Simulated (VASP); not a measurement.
## SrHg2: single point with PBE

SrHg2, a sheet with vacuum:

```
Sr Hg
1.0
     3.73615    0.00000    0.00000
     0.00000    3.73615    0.00000
     0.00000    0.00000   18.00000
Sr Hg
1 2
Direct
  0.00000 0.00000 0.50000
  0.50000 0.50000 0.60090
  0.50000 0.50000 0.39910
```

The cell was built from a structure type or drawn by symmetry, and may not be a known phase.

* Program: VASP 6.6.1
* Task: single point
* Functional: PBE
* Potentials or basis: VASP PAW PBE potentials, release 64 (Sr_sv, Hg)
* Cutoff: 520 eV
* k mesh: 6 × 6 × 1
* Occupations: gaussian, width 0.1 eV
* Spin: no spin polarisation
* Dipole correction: yes
* Further INCAR settings: ALGO = Normal; EDIFF = 1e-06; NBANDS = 24

| Item | Value |
| --- | --- |
| Largest force | 0.508 eV/Å |
| Band gap on the k mesh | zero (bands 17 and 18 overlap by 0.31 eV) |

Forces on the atoms (eV/Å):
```
Sr   0.000  0.000  0.000
Hg   0.000  0.000  0.508
Hg   0.000  0.000 -0.508
```

Levels at points of the mesh, in eV from the Fermi level:
| k point | band 14 | band 15 | band 16 | band 17 | band 18 | band 19 | band 20 | band 21 |
| --- | --- | --- | --- | --- | --- | --- | --- | --- |
| (0.00, 0.00, 0.00) | -7.08 | -6.81 | -4.96 | -0.97 | 1.27 | 2.14 | 3.24 | 3.36 |
| (0.50, 0.00, 0.00) | -6.94 | -4.35 | -4.04 | -1.72 | 0.11 | 1.54 | 2.02 | 2.68 |
| (0.50, 0.50, 0.00) | -6.84 | -4.01 | -2.06 | -0.22 | -0.22 | 0.78 | 0.78 | 1.79 |

Wall time 60 s on 1 thread of AMD EPYC 7R13 Processor (Zen 3), with other jobs on the host, peak memory 0.32 GiB.

Caveat: spin-orbit coupling is left out, which moves the levels of the heavy elements.
